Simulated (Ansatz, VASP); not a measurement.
One calculation of Ge, two programs

```
Ge
1.0
     1.36187   -2.48171    0.00000
     1.36187    2.48171    0.00000
     0.00000    0.00000    2.68237
Ge
1
Cartesian
  1.3619 0.0000 0.0000
```

Change from the starting cell: strain -0.015 along x and y, +0.015 along z, atoms carried along.

Alike in both runs: task single point; functional PBEsol; k mesh 24 × 24 × 22; occupations gaussian, width 0.15 eV; no spin polarisation.

|  | VASP | Ansatz |
| --- | --- | --- |
| version | VASP 6.6.1 | Ansatz 0.2.0 |
| potentials or method | VASP PAW PBE potentials, release 64 (Ge_d), cutoff 520 eV | scalar-relativistic, plane waves, PAW |
| valence electrons in the cell | 14 | 14 |

|  | VASP | Ansatz | Ansatz less VASP |
| --- | --- | --- | --- |
| gap on the k mesh at the Fermi level (eV) | none | none | - |
| pressure (GPa) | 1.4 | 1.4 | +0.08 |
| traceless stress, the component that is largest in VASP (GPa) | -3.89 | -3.85 | +0.039 |

VASP's potentials were made for PBE, not for PBEsol. A gap of «none» marks a metal or a gap that the smearing closes. The functional is the same, so the differences come from potentials, cutoffs and numerics.
